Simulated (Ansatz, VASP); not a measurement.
# SiC: VASP beside Ansatz

```xyz
18
Lattice="3.0919 0.0000 0.0000 -1.5460 2.6777 0.0000 0.0000 0.0000 22.8343" Properties=species:S:1:pos:R:3 pbc="T T T"
Si    0.0000    0.0000    0.0000
Si    0.0000    1.7851    2.5371
Si    0.0000    0.0000    5.0743
Si    1.5460    0.8926    7.6114
Si    0.0000    1.7851   10.1486
Si    1.5460    0.8926   12.6857
Si    0.0000    0.0000   15.2229
Si    1.5460    0.8926   17.7600
Si    0.0000    1.7851   20.2972
C     0.0000    0.0000    1.9029
C     0.0000    1.7851    4.4400
C     0.0000    0.0000    6.9771
C     1.5460    0.8926    9.5143
C     0.0000    1.7851   12.0514
C     1.5460    0.8926   14.5886
C     0.0000    0.0000   17.1257
C     1.5460    0.8926   19.6629
C     0.0000    1.7851   22.2000
```

Alike in both runs: task relaxation of cell and atoms; functional PBE; k mesh 12 × 12 × 2; occupations gaussian, width 0.02 eV; no spin polarisation.

|  | VASP | Ansatz |
| --- | --- | --- |
| version | VASP 6.6.1 | Ansatz 0.2.0 |
| potentials or method | VASP PAW PBE potentials, release 64 (Si, C), cutoff 600 eV | scalar-relativistic, plane waves, PAW |
| valence electrons in the cell | 72 | 72 |

|  | VASP | Ansatz | Ansatz less VASP |
| --- | --- | --- | --- |
| gap on the k mesh at the Fermi level, each at its own relaxed structure (eV) | 1.94 | 1.94 | 0.000 |
| relaxed volume (Å³/atom) | 10.49 | 10.50 | +0.009 |
| relaxed cell length with the largest relative difference (Å) | 22.782 | 22.789 | +0.0070 |
